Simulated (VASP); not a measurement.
# TaAs (I4_1md) in VASP: a series of runs, part 2 of 2

VASP 6.6.1. Earlier steps stand in the parts before.

### 3 Relaxation of cell and atoms, RPBE+D4

This run uses another cell than the first one, of 17.40 Å³/atom, 1.014 times its volume.

Contents of INCAR:

```
SYSTEM = TaAs
PREC = Accurate
ENCUT = 600
EDIFF = 1E-6
ISMEAR = -1
SIGMA = 0.05
LREAL = .False.
LASPH = .True.
NELM = 80
ALGO = Normal
ISIF = 3
LWAVE = .False.
LCHARG = .False.
GGA = RP
IVDW = 13
IBRION = 2
NSW = 60
EDIFFG = -0.01
```

Contents of KPOINTS:

```
Automatic mesh
0
Gamma
  11 11 11
  0 0 0
```

Contents of POSCAR:

```
TaAs
1.0
   -1.7218133622      1.7218133622      5.8679415361
    1.7218133622     -1.7218133622      5.8679415361
    1.7218133622      1.7218133622     -5.8679415361
Ta As
2 2
Direct
    0.4999673000      0.4999673000      0.0000000000
    0.2499673000      0.7499673000      0.5000000000
    0.0826321200      0.0826321200      0.0000000000
    0.8326321200      0.3326321200      0.5000000000
```

Potentials or basis: VASP PAW PBE potentials, release 64 (Ta_pv, As).

Command:

```console
$ cat potpaw_PBE.64/Ta_pv/POTCAR potpaw_PBE.64/As/POTCAR > POTCAR
$ mpirun -np 1 vasp_std > vasp.out
```

OUTCAR:

```text
SYSTEM = TaAs
   PREC = Accurate
   ENCUT = 600
   EDIFF = 1E-6
   ISMEAR = -1
   LREAL = .False.
   LASPH = .True.
   NELM = 80
   ISIF = 3
   GGA = RP
   IVDW = 13
   IBRION = 2
   NSW = 60
   EDIFFG = -0.01

 ion  position               nearest neighbor table
   1  0.500  0.500  0.000-   4 2.61   4 2.61   3 2.62   3 2.62   3 2.62   3 2.62   2 3.40   2 3.40
                             2 3.40   2 3.40
   2  0.250  0.750  0.500-   3 2.61   3 2.61   4 2.62   4 2.62   4 2.62   4 2.62   1 3.40   1 3.40
                             1 3.40   1 3.40
   3  0.083  0.083  0.000-   2 2.61   2 2.61   1 2.62   1 2.62   1 2.62   1 2.62
   4  0.833  0.333  0.500-   1 2.61   1 2.61   2 2.62   2 2.62   2 2.62   2 2.62

  LATTYP: Found a body centered tetragonal cell.
 ALAT       =     3.4436267244
 C/A-ratio  =     3.4080009279

  Lattice vectors:

 A1 = (  -1.7218133622,   1.7218133622,   5.8679415361)
 A2 = (   1.7218133622,  -1.7218133622,   5.8679415361)
 A3 = (   1.7218133622,   1.7218133622,  -5.8679415361)

Analysis of symmetry for initial positions (statically):
=====================================================================
 Subroutine PRICEL returns:
 Original cell was already a primitive cell.

 Routine SETGRP: Setting up the symmetry group for a
 body centered tetragonal supercell.

 Subroutine GETGRP returns: Found  8 space group operations
 (whereof  4 operations were pure point group operations)
 out of a pool of 16 trial point group operations.

The static configuration has the point symmetry C_2v.
 The point group associated with its full space group is C_4v.

Analysis of symmetry for dynamics (positions and initial velocities):
=====================================================================
 Subroutine PRICEL returns:
 Original cell was already a primitive cell.

 Routine SETGRP: Setting up the symmetry group for a
 body centered tetragonal supercell.

 Subroutine GETGRP returns: Found  8 space group operations
 (whereof  4 operations were pure point group operations)
 out of a pool of 16 trial point group operations.

The dynamic configuration has the point symmetry C_2v.
 The point group associated with its full space group is C_4v.

 Subroutine INISYM returns: Found  8 space group operations
 (whereof  4 operations are pure point group operations),
 and found     1 'primitive' translations

----------------------------------------------------------------------------------------

                                     Primitive cell

  volume of cell :      69.5854

  direct lattice vectors                    reciprocal lattice vectors
    -1.721813362  1.721813362  5.867941536     0.000000000  0.290391520  0.085208756
     1.721813362 -1.721813362  5.867941536     0.290391520  0.000000000  0.085208756
     1.721813362  1.721813362 -5.867941536     0.290391520  0.290391520  0.000000000

  length of vectors
     6.353111079  6.353111079  6.353111079     0.302634709  0.302634709  0.410675626

  position of ions in fractional coordinates (direct lattice)
     0.499967300  0.499967300  0.000000000
     0.249967300  0.749967300  0.500000000
     0.082632120  0.082632120  0.000000000
     0.832632120  0.332632120  0.500000000

  ion indices of the primitive-cell ions
   primitive index   ion index
                 1           1
                 2           2
                 3           3
                 4           4

----------------------------------------------------------------------------------------

 KPOINTS: Automatic mesh

Automatic generation of k-mesh.
 Grid dimensions read from file:
 generate k-points for:   11   11   11

 Generating k-lattice:

  Cartesian coordinates                     Fractional coordinates (reciprocal lattice)
     0.000000000  0.026399229  0.007746251     0.090909091  0.000000000  0.000000000
     0.026399229  0.000000000  0.007746251     0.000000000  0.090909091  0.000000000
     0.026399229  0.026399229  0.000000000     0.000000000  0.000000000  0.090909091

  Length of vectors
     0.027512246  0.027512246  0.037334148

  Shift w.r.t. Gamma in fractional coordinates (k-lattice)
     0.000000000  0.000000000  0.000000000

 Subroutine IBZKPT returns following result:
 ===========================================

 Found    126 irreducible k-points:

 Following reciprocal coordinates:
            Coordinates               Weight
  0.000000  0.000000  0.000000      1.000000
  0.090909  0.000000 -0.000000      8.000000
  0.181818  0.000000  0.000000      8.000000
  0.272727  0.000000  0.000000      8.000000
  0.363636  0.000000  0.000000      8.000000
  0.454545  0.000000  0.000000      8.000000
[... 16 lines left out ...]
 -0.272727  0.181818 -0.000000     16.000000
 -0.181818  0.181818  0.000000      4.000000
 [... further k-points ...]
   k-points           NKPTS =    126   k-points in BZ     NKDIM =    126   number of bands    NBANDS=     20
   number of dos      NEDOS =    301   number of ions     NIONS =      4
   total plane-waves  NPLWV = 157464
   dimension x,y,z NGX =    54 NGY =   54 NGZ =   54
   dimension x,y,z NGXF=   108 NGYF=  108 NGZF=  108
   ions per type =               2   2
   NGX,Y,Z   is equivalent  to a cutoff of  14.13, 14.13, 14.13 a.u.
   NGXF,Y,Z  is equivalent  to a cutoff of  28.26, 28.26, 28.26 a.u.
 SYSTEM =  TaAs
   PREC   = accura    normal or accurate (medium, high low for compatibility)
   ISTART =      0    job   : 0-new  1-cont  2-samecut
   ICHARG =      2    charge: 1-file 2-atom 10-const
   ISPIN  =      1    spin polarized calculation?
   LNONCOLLINEAR =      F non collinear calculations
   LSORBIT =      F    spin-orbit coupling
   LASPH  =      T    aspherical Exc in radial PAW
   ENCUT  =  600.0 eV  44.10 Ry    6.64 a.u.  12.69 12.69 12.69*2*pi/ulx,y,z
   NELM   =     80;   NELMIN=  2; NELMDL= -5     # of ELM steps
   EDIFF  = 0.1E-05   stopping-criterion for ELM
   LREAL  =      F    real-space projection
   EDIFFG = -.1E-01   stopping-criterion for IOM
   NSW    =     60    number of steps for IOM
   IBRION =      2    ionic relax: 0-MD 1-quasi-New 2-CG
   NFREE  =      1    steps in history (QN), initial steepest desc. (CG)
   ISIF   =      3    stress and relaxation
   ISYM   =      2    0-nonsym 1-usesym 2-fastsym
   POTIM  = 0.5000    time-step for ionic-motion
   TEBEG  =    0.0;   TEEND  =   0.0 temperature during run
   PSTRESS=    0.0 pullay stress
   NELECT =      32.0000    total number of electrons
   NUPDOWN=      -1.0000    fix difference up-down
   EMIN   =  10.00;   EMAX   =-10.00  energy-range for DOS
   EFERMI =   0.00;   METHOD = LEGACY
   ISMEAR =    -1;   SIGMA  =   0.05  broadening in eV -4-tet -1-fermi 0-gaus
   EFERMI_NEDOS =   21; number of points for ismear=-14 and -15
   IALGO  =     38    algorithm
   IMIX   =      4    mixing-type and parameters
     AMIX     =   0.40;   BMIX     =  1.00
     AMIX_MAG =   1.60;   BMIX_MAG =  1.00
  volume/ion in A,a.u.               =      17.40       117.40
  Fermi-wavevector in a.u.,A,eV,Ry     =   1.263627  2.387909 21.725142  1.596753
  Thomas-Fermi vector in A             =   2.396974
   LORBIT       =      0    0 simple, 1 ext, 2 COOP (PROOUT), +10 PAW based schemes
   GGA     = RP    functional components
   LHFCALC =     F    Hartree Fock is set to
   AEXX    =    0.0000 exact exchange contribution
   IVDW    =    13    specifies the selected vdW correction
   LEPSILON=     F    determine dielectric tensor
   LRPA    =     F    only Hartree local field effects (RPA)
 conjugate gradient relaxation of ions
 non-spin polarized calculation
  energy-cutoff  :      600.00
  volume of cell :       69.59
 maximum number of plane-waves:      2348
 NGX is ok and might be reduce to    54
   NGX = 25   NGY = 25   NGZ = 25

--------------------------------------- Ionic step        1  -------------------------------------------

 number of electron      32.0000000 magnetization

 Free energy of the ion-electron system (eV)
  ---------------------------------------------------
  ext. energy  EPLUGINS =         0.00000000
  ---------------------------------------------------
  free energy    TOTEN  =       -33.24465843 eV

  energy without entropy =      -33.23996778  energy(sigma->0) =      -33.24231310

------------------------ aborting loop because EDIFF is reached ----------------------------------------

  DFT-D4 for vdW energy calculation

  Edisp (eV):   -3.11659
[... 285 lines left out ...]
--------------------------------------- Ionic step        8  -------------------------------------------

 number of electron      32.0000000 magnetization

 Free energy of the ion-electron system (eV)
  ---------------------------------------------------
  ext. energy  EPLUGINS =         0.00000000
  ---------------------------------------------------
  free energy    TOTEN  =       -33.21537031 eV

  energy without entropy =      -33.21077755  energy(sigma->0) =      -33.21307393

 E-fermi :   7.1869     XC(G=0): -11.9240

 val. band max:        7.1808000647   @ k =  -0.0909  -0.4545   0.0909
 cond. band min:       7.1913998456   @ k =  -0.0909  -0.4545   0.0909
 fundamental gap:      0.0105997809
 Fermi energy:         7.1869103573

 k-point     1 :       0.0000    0.0000    0.0000
  band No.  band energies     occupation
      1     -27.8019      2.00000
      2     -27.7621      2.00000
      3     -27.7621      2.00000
      4     -27.6118      2.00000
      5     -27.6118      2.00000
      6     -27.5452      2.00000
[... 541 lines left out ...]
     19       9.3438      0.00000
     20      10.1973      0.00000

 [... further k-points ...]

------------------------ aborting loop because EDIFF is reached ----------------------------------------

  DFT-D4 for vdW energy calculation

  Edisp (eV):   -3.15411
[... 27 lines left out ...]
  FREE ENERGIE OF THE ION-ELECTRON SYSTEM (eV)
  ---------------------------------------------------
  free  energy   TOTEN  =       -36.3694775053 eV

  energy  without entropy=      -36.3648847464  energy(sigma->0) =      -36.36718113

 reached required accuracy - stopping structural energy minimisation
```

Run time: 18 min. Hardware: 1 thread of Intel Xeon 6975P-C (Granite Rapids), shared host; peak memory 0.58 GiB.

What came out:

```yaml
Free_energy: -36.3695 eV
Relaxed_volume: 17.20 Å³/atom
Relaxed_cell: a = 6.286 Å, b = 6.286 Å, c = 6.286 Å, α = 148.19°, β = 148.19°, γ = 45.61°
Space_group_after_relaxing_to_0.05_Å: I4_1md (No. 109)
Energy_gained_by_relaxing: 2.1 meV/atom
Ionic_steps: 8
Pressure_after_relaxing: 0.0 GPa
Band_gap_on_the_k_mesh: zero (band 16 reaches 7.21 eV, above the bottom of band 17 at 7.19 eV)
Dispersion_energy_per_atom: -0.789 eV
```

Step by step:
| step | energy change (eV) | largest force (eV/Å) | pressure (GPa) | volume (Å³) |
| --- | --- | --- | --- | --- |
| 1 | 0.0000 | 0.0267 | -1.90 | 69.59 |
| 2 | 0.0073 | 0.0801 | 3.72 | 67.52 |
| 3 | -0.0058 | 0.0464 | 0.26 | 68.75 |
| 4 | -0.0078 | 0.0486 | 0.08 | 68.77 |
| 5 | -0.0080 | 0.0492 | 0.01 | 68.78 |
| 6 | -0.0080 | 0.0495 | 0.00 | 68.78 |
| 7 | -0.0082 | 0.0140 | -0.03 | 68.78 |
| 8 | -0.0082 | 0.0003 | -0.03 | 68.78 |

Final structure:
```
Ta As
1.0
    -1.72271    1.72271    5.79420
     1.72271   -1.72271    5.79420
     1.72271    1.72271   -5.79420
Ta As
2 2
Direct
  0.50044 0.50044 0.00000
  0.25044 0.75044 0.50000
  0.08216 0.08216 0.00000
  0.83216 0.33216 0.50000
```

Levels at points of the mesh, in eV from the Fermi level:
```tsv
k point	band 14	band 15	band 16	band 17	band 18	band 19
(0.00, 0.00, 0.00)	-1.91	-1.66	-1.66	0.87	1.58	2.43
```

Caveat: the PAW data sets were made with another functional, which shifts forces and pressure a little; spin-orbit coupling is left out, which moves the levels of the heavy elements; pairwise dispersion overbinds metals, which lowers pressure and volume.
